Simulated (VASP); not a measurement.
# Mn (Fd-3m) in VASP: single point with LDA

Aim: the single point of Mn with LDA.

All numbers are computed with VASP 6.6.1; they aren't measurements. Logs are shortened: lines on timing, memory, paths and dates and some standing lists are left out, and cuts for length are marked.

## (1) The cell of the first run

Symmetry: Fd-3m, No. 227, cubic system. Conventional cell: a = 4.830 Å, b = 4.830 Å, c = 4.830 Å, α = 90.00°, β = 90.00°, γ = 90.00°. Within 2.8 Å of Mn (site symmetry -43m) lie 4 Mn at 2.09 Å.

## (2) Single point, LDA

File INCAR:

```
SYSTEM = Mn
PREC     = Accurate       ! precision mode
ENCUT    = 520            ! plane-wave cutoff, eV
EDIFF    = 1E-6           ! SCF threshold, eV
ISMEAR   = -1             ! smearing method
SIGMA    = 0.13605693000000002 ! smearing width, eV
LREAL    = .False.        ! projectors in reciprocal space
LASPH    = .True.         ! aspherical terms in the spheres
NELM     = 80             ! most SCF steps
ALGO     = Normal         ! electronic algorithm
ISIF     = 2              ! what is computed and relaxed
LWAVE    = .False.        ! write WAVECAR
LCHARG   = .False.        ! write CHGCAR
GGA      = CA             ! functional
NBANDS   = 20             ! bands
```

File KPOINTS:

```
Automatic mesh
0
Gamma
  10 10 10
  0 0 0
```

File POSCAR:

```
Mn
1.0
    0.0000000000      2.4150672466      2.4150672466
    2.4150672466      0.0000000000      2.4150672466
    2.4150672466      2.4150672466      0.0000000000
Mn
2
Direct
    0.0000000000      0.0000000000      0.0000000000
    0.2500000000      0.2500000000      0.2500000000
```

Potentials or basis: VASP PAW LDA potentials, release 64 (Mn_pv).

Started as:

```console
> cat potpaw_LDA.64/Mn_pv/POTCAR > POTCAR
> mpirun -np 1 vasp_std > vasp.out
```

OUTCAR:

```text
SYSTEM = Mn
   PREC = Accurate
   ENCUT = 520
   EDIFF = 1E-6
   ISMEAR = -1
   LREAL = .False.
   LASPH = .True.
   NELM = 80
   ISIF = 2
   GGA = CA

 ion  position               nearest neighbor table
   1  0.000  0.000  0.000-   2 2.09   2 2.09   2 2.09   2 2.09
   2  0.250  0.250  0.250-   1 2.09   1 2.09   1 2.09   1 2.09

  LATTYP: Found a face centered cubic cell.
 ALAT       =     4.8301344932

  Lattice vectors:

 A1 = (   0.0000000000,   2.4150672466,   2.4150672466)
 A2 = (   2.4150672466,   0.0000000000,   2.4150672466)
 A3 = (   2.4150672466,   2.4150672466,   0.0000000000)

Analysis of symmetry for initial positions (statically):
=====================================================================
 Subroutine PRICEL returns:
 Original cell was already a primitive cell.

 Routine SETGRP: Setting up the symmetry group for a
 face centered cubic supercell.

 Subroutine GETGRP returns: Found 48 space group operations
 (whereof 24 operations were pure point group operations)
 out of a pool of 48 trial point group operations.

The static configuration has the point symmetry T_d .
 The point group associated with its full space group is O_h .

Analysis of symmetry for dynamics (positions and initial velocities):
=====================================================================
 Subroutine PRICEL returns:
 Original cell was already a primitive cell.

 Routine SETGRP: Setting up the symmetry group for a
 face centered cubic supercell.

 Subroutine GETGRP returns: Found 48 space group operations
 (whereof 24 operations were pure point group operations)
 out of a pool of 48 trial point group operations.

The dynamic configuration has the point symmetry T_d .
 The point group associated with its full space group is O_h .

 Subroutine INISYM returns: Found 48 space group operations
 (whereof 24 operations are pure point group operations),
 and found     1 'primitive' translations

----------------------------------------------------------------------------------------

                                     Primitive cell

  volume of cell :      28.1720

  direct lattice vectors                    reciprocal lattice vectors
     0.000000000  2.415067247  2.415067247    -0.207033573  0.207033573  0.207033573
     2.415067247  0.000000000  2.415067247     0.207033573 -0.207033573  0.207033573
     2.415067247  2.415067247  0.000000000     0.207033573  0.207033573 -0.207033573

  length of vectors
     3.415420854  3.415420854  3.415420854     0.358592667  0.358592667  0.358592667

  position of ions in fractional coordinates (direct lattice)
     0.000000000  0.000000000  0.000000000
     0.250000000  0.250000000  0.250000000

  ion indices of the primitive-cell ions
   primitive index   ion index
                 1           1
                 2           2

----------------------------------------------------------------------------------------

 KPOINTS: Automatic mesh

Automatic generation of k-mesh.
 Grid dimensions read from file:
 generate k-points for:   10   10   10

 Generating k-lattice:

  Cartesian coordinates                     Fractional coordinates (reciprocal lattice)
    -0.020703357  0.020703357  0.020703357     0.100000000  0.000000000  0.000000000
     0.020703357 -0.020703357  0.020703357     0.000000000  0.100000000  0.000000000
     0.020703357  0.020703357 -0.020703357     0.000000000  0.000000000  0.100000000

  Length of vectors
     0.035859267  0.035859267  0.035859267

  Shift w.r.t. Gamma in fractional coordinates (k-lattice)
     0.000000000  0.000000000  0.000000000

 Subroutine IBZKPT returns following result:
 ===========================================

 Found     47 irreducible k-points:

 Following reciprocal coordinates:
            Coordinates               Weight
  0.000000  0.000000  0.000000      1.000000
  0.100000  0.000000  0.000000      8.000000
  0.200000  0.000000  0.000000      8.000000
  0.300000  0.000000  0.000000      8.000000
  0.400000  0.000000  0.000000      8.000000
  0.500000  0.000000  0.000000      4.000000
[... 16 lines left out ...]
  0.300000  0.300000  0.000000      6.000000
  0.400000  0.300000  0.000000     24.000000
 [... further k-points ...]
   k-points           NKPTS =     47   k-points in BZ     NKDIM =     47   number of bands    NBANDS=     20
   number of dos      NEDOS =    301   number of ions     NIONS =      2
   total plane-waves  NPLWV =  21952
   dimension x,y,z NGX =    28 NGY =   28 NGZ =   28
   dimension x,y,z NGXF=    56 NGYF=   56 NGZF=   56
   ions per type =               2
   NGX,Y,Z   is equivalent  to a cutoff of  13.63, 13.63, 13.63 a.u.
   NGXF,Y,Z  is equivalent  to a cutoff of  27.26, 27.26, 27.26 a.u.
 SYSTEM =  Mn
   PREC   = accura    normal or accurate (medium, high low for compatibility)
   ISTART =      0    job   : 0-new  1-cont  2-samecut
   ICHARG =      2    charge: 1-file 2-atom 10-const
   ISPIN  =      1    spin polarized calculation?
   LNONCOLLINEAR =      F non collinear calculations
   LSORBIT =      F    spin-orbit coupling
   LASPH  =      T    aspherical Exc in radial PAW
   ENCUT  =  520.0 eV  38.22 Ry    6.18 a.u.   6.35  6.35  6.35*2*pi/ulx,y,z
   NELM   =     80;   NELMIN=  2; NELMDL= -5     # of ELM steps
   EDIFF  = 0.1E-05   stopping-criterion for ELM
   LREAL  =      F    real-space projection
   EDIFFG = 0.1E-04   stopping-criterion for IOM
   NSW    =      0    number of steps for IOM
   IBRION =     -1    ionic relax: 0-MD 1-quasi-New 2-CG
   NFREE  =      0    steps in history (QN), initial steepest desc. (CG)
   ISIF   =      2    stress and relaxation
   ISYM   =      2    0-nonsym 1-usesym 2-fastsym
   POTIM  = 0.5000    time-step for ionic-motion
   TEBEG  =    0.0;   TEEND  =   0.0 temperature during run
   PSTRESS=    0.0 pullay stress
   NELECT =      26.0000    total number of electrons
   NUPDOWN=      -1.0000    fix difference up-down
   EMIN   =  10.00;   EMAX   =-10.00  energy-range for DOS
   EFERMI =   0.00;   METHOD = LEGACY
   ISMEAR =    -1;   SIGMA  =   0.14  broadening in eV -4-tet -1-fermi 0-gaus
   EFERMI_NEDOS =   21; number of points for ismear=-14 and -15
   IALGO  =     38    algorithm
   IMIX   =      4    mixing-type and parameters
     AMIX     =   0.40;   BMIX     =  1.00
     AMIX_MAG =   1.60;   BMIX_MAG =  1.00
  volume/ion in A,a.u.               =      14.09        95.06
  Fermi-wavevector in a.u.,A,eV,Ry     =   1.593896  3.012027 34.565673  2.540505
  Thomas-Fermi vector in A             =   2.692055
   LORBIT       =      0    0 simple, 1 ext, 2 COOP (PROOUT), +10 PAW based schemes
   GGA     = CA    functional components
   LHFCALC =     F    Hartree Fock is set to
   AEXX    =    0.0000 exact exchange contribution
   IVDW    =     0    specifies the selected vdW correction
   LEPSILON=     F    determine dielectric tensor
   LRPA    =     F    only Hartree local field effects (RPA)
 non-spin polarized calculation
  energy-cutoff  :      520.00
  volume of cell :       28.17
 maximum number of plane-waves:       769
 NGX is ok and might be reduce to    28
   NGX = 13   NGY = 13   NGZ = 13

 number of electron      26.0000025 magnetization

 Free energy of the ion-electron system (eV)
  ---------------------------------------------------
  ext. energy  EPLUGINS =         0.00000000
  ---------------------------------------------------
  free energy    TOTEN  =       -17.41093822 eV

  energy without entropy =      -17.27536842  energy(sigma->0) =      -17.34315332

 E-fermi :   6.6631     XC(G=0): -12.4175

 val. band max:        6.6581457315   @ k =   0.5000   0.5000   0.0000
 cond. band min:       6.6880262015   @ k =  -0.1000   0.1000   0.0000
 fundamental gap:      0.0298804700
 Fermi energy:         6.6631201578

 k-point     1 :       0.0000    0.0000    0.0000
  band No.  band energies     occupation
      1     -40.9291      2.00000
      2     -40.9291      2.00000
      3     -40.9291      2.00000
      4     -40.0405      2.00000
      5     -40.0404      2.00000
      6     -40.0404      2.00000
[... 12 lines left out ...]
     19      21.8927      0.00000
     20      21.8927      0.00000

 k-point     2 :       0.1000    0.0000    0.0000
  band No.  band energies     occupation
      1     -40.9404      2.00000
      2     -40.9404      2.00000
      3     -40.9295      2.00000
      4     -40.0424      2.00000
      5     -40.0289      2.00000
      6     -40.0289      2.00000
[... 12 lines left out ...]
     19      20.9878      0.00000
     20      20.9878      0.00000

 k-point     3 :       0.2000    0.0000    0.0000
  band No.  band energies     occupation
      1     -40.9691      2.00000
      2     -40.9691      2.00000
      3     -40.9312      2.00000
      4     -40.0468      2.00000
      5     -39.9999      2.00000
      6     -39.9999      2.00000
[... 12 lines left out ...]
     19      20.0508      0.00000
     20      20.0508      0.00000

 k-point     4 :       0.3000    0.0000    0.0000
  band No.  band energies     occupation
      1     -41.0022      2.00000
      2     -41.0022      2.00000
      3     -40.9344      2.00000
      4     -40.0511      2.00000
      5     -39.9664      2.00000
      6     -39.9664      2.00000
[... 12 lines left out ...]
     19      19.2871      0.00000
     20      19.2871      0.00000

 k-point     5 :       0.4000    0.0000    0.0000
  band No.  band energies     occupation
      1     -41.0275      2.00000
      2     -41.0275      2.00000
      3     -40.9378      2.00000
      4     -40.0535      2.00000
      5     -39.9407      2.00000
      6     -39.9407      2.00000
[... 12 lines left out ...]
     19      18.7614      0.00000
     20      18.7614      0.00000

 k-point     6 :       0.5000    0.0000    0.0000
  band No.  band energies     occupation
      1     -41.0368      2.00000
      2     -41.0368      2.00000
      3     -40.9393      2.00000
      4     -40.0543      2.00000
      5     -39.9312      2.00000
      6     -39.9312      2.00000
[... 12 lines left out ...]
     19      18.5699      0.00000
     20      18.5699      0.00000

 k-point     7 :       0.1000    0.1000    0.0000
  band No.  band energies     occupation
      1     -40.9541      2.00000
      2     -40.9541      2.00000
      3     -40.9083      2.00000
      4     -40.0642      2.00000
      5     -40.0152      2.00000
      6     -40.0152      2.00000
[... 12 lines left out ...]
     19      19.6527      0.00000
     20      20.3947      0.00000
[... 277 lines left out ...]
 k-point    20 :      -0.4000    0.2000    0.0000
  band No.  band energies     occupation
      1     -41.1376      2.00000
      2     -41.0645      2.00000
      3     -40.7748      2.00000
      4     -40.2091      2.00000
      5     -39.9034      2.00000
      6     -39.8429      2.00000
[... 12 lines left out ...]
     19      14.4700      0.00000
     20      16.7216      0.00000

 k-point    21 :      -0.3000    0.2000    0.0000
  band No.  band energies     occupation
      1     -41.1226      2.00000
      2     -41.0370      2.00000
      3     -40.8074      2.00000
      4     -40.1750      2.00000
      5     -39.9310      2.00000
      6     -39.8566      2.00000
[... 12 lines left out ...]
     19      14.3035      0.00000
     20      18.0214      0.00000

 k-point    22 :      -0.2000    0.2000    0.0000
  band No.  band energies     occupation
      1     -41.0818      2.00000
      2     -41.0035      2.00000
      3     -40.8538      2.00000
      4     -40.1270      2.00000
      5     -39.9648      2.00000
      6     -39.8938      2.00000
[... 12 lines left out ...]
     19      14.6966      0.00000
     20      19.6663      0.00000

 k-point    23 :       0.3000    0.3000    0.0000
  band No.  band energies     occupation
      1     -41.0803      2.00000
      2     -41.0803      2.00000
      3     -40.7539      2.00000
      4     -40.2358      2.00000
      5     -39.8884      2.00000
      6     -39.8884      2.00000
[... 12 lines left out ...]
     19      15.1435      0.00000
     20      15.8215      0.00000

 k-point    24 :       0.4000    0.3000    0.0000
  band No.  band energies     occupation
      1     -41.1132      2.00000
      2     -41.1041      2.00000
      3     -40.7014      2.00000
      4     -40.2905      2.00000
      5     -39.8644      2.00000
      6     -39.8575      2.00000
[... 12 lines left out ...]
     19      14.3207      0.00000
     20      14.4365      0.00000

 [... further k-points ...]
[... 5 lines left out ...]
  --------------------------------------------------------------------------------------
  -------------------------------------------------------------------------------------
  Total        0.2129976      0.2129976      0.2129976     -0.0000000     -0.0000000      0.0000000
  in kB       12.1134418     12.1134418     12.1134418     -0.0000000     -0.0000000      0.0000000
  external PRESSURE =      12.1134418 kB  Pullay stress =       0.0000000 kB

 VOLUME and BASIS-vectors are now :
 -----------------------------------------------------------------------------
  energy-cutoff  :      520.00
  volume of cell :       28.17
      direct lattice vectors                 reciprocal lattice vectors
     0.000000000  2.415067247  2.415067247    -0.207033573  0.207033573  0.207033573
     2.415067247  0.000000000  2.415067247     0.207033573 -0.207033573  0.207033573
     2.415067247  2.415067247  0.000000000     0.207033573  0.207033573 -0.207033573

 POSITION                                       TOTAL-FORCE (eV/Angst)
 -----------------------------------------------------------------------------------
      0.00000      0.00000      0.00000        -0.000000     -0.000000     -0.000000
      1.20753      1.20753      1.20753         0.000000      0.000000      0.000000
 -----------------------------------------------------------------------------------
    total drift:                                0.000000      0.000000      0.000000

  FREE ENERGIE OF THE ION-ELECTRON SYSTEM (eV)
  ---------------------------------------------------
  free  energy   TOTEN  =       -17.4109382186 eV

  energy  without entropy=      -17.2753684226  energy(sigma->0) =      -17.34315332
```

Run time: 70 s. Hardware: 1 thread of Intel Xeon 8259CL, shared host; peak memory 0.15 GiB.

Results:

- Free energy: -17.4109 eV
- Pressure: 1.2 GPa
- Band gap on the k mesh: zero (band 13 reaches 7.10 eV, above the bottom of band 14 at 6.39 eV)

Caveat: the run has no spin polarisation, though such a crystal can be magnetic.
